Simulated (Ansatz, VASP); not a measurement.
PbS: VASP beside Ansatz

Contents of INCAR:

```
SYSTEM = PbS
  PREC = Accurate
  ENCUT = 520
  EDIFF = 1E-8
  ISMEAR = -1
  SIGMA = 0.01
  LREAL = .False.
  LASPH = .True.
  NELM = 100
  ALGO = Normal
  ISIF = 2
  LWAVE = .False.
  LCHARG = .False.
  GGA = CA
  LEFG = .True.
  NBANDS = 17
```

File KPOINTS:

```
Automatic mesh
0
Gamma
  8 8 8
  0 0 0
```

POSCAR

```
PbS
1.0
    0.0000000000      2.9650000000      2.8760500000
    2.9650000000      0.0000000000      2.8760500000
    2.9650000000      2.9650000000      0.0000000000
Pb S
1 1
Direct
    0.0000000000      0.0000000000      0.0000000000
    0.5000000000      0.5000000000      0.5000000000
```

Input for Ansatz:

```yaml
crystal:
  lattice:
    - [0.0, 2.965, 2.87605]
    - [2.965, 0.0, 2.87605]
    - [2.965, 2.965, 0.0]
  atoms:
    - { symbol: Pb, position: [0.0, 0.0, 0.0] }
    - { symbol: S, position: [0.5, 0.5, 0.5] }
kpoints:
  mp_grid: { grid: [8, 8, 8] }
scf:
  occupations: { method: fermi_dirac, width: 0.01 }
hamiltonian:
  xc: lda
  pseudopotentials: { kind: all_electron, datasets: crystal }
output:
  forces: true
  stress: true
  eigenvalues: true
  efg: { contact_densities: true }
```

Change from the starting cell: zz strain of -3 %, crystal datasets.

Alike in both runs: task electric field gradients; functional LDA; k mesh 8 × 8 × 8; occupations fermi-dirac, width 0.01 eV; no spin polarisation.

|  | VASP | Ansatz |
| --- | --- | --- |
| version | VASP 6.6.1 | Ansatz 0.2.0 |
| potentials or method | VASP PAW LDA potentials, release 64 (Pb_d, S), cutoff 520 eV | all-electron PAW with datasets made for the crystal, scalar-relativistic |

```csv
,VASP,Ansatz,Ansatz less VASP
pressure (GPa),-0.6,-0.6,-0.04
"traceless stress, the component that is largest in VASP (GPa)",3.00,2.98,-0.021
size of Vzz on the site where it differs most (V/Å²),95.5,103.4,+7.87
```

LDA's correlation is that of Perdew and Zunger in VASP and of Perdew and Wang (1992) in Ansatz. Ansatz ran all-electron here, and VASP with PAW potentials.

Spin-orbit coupling is off throughout.
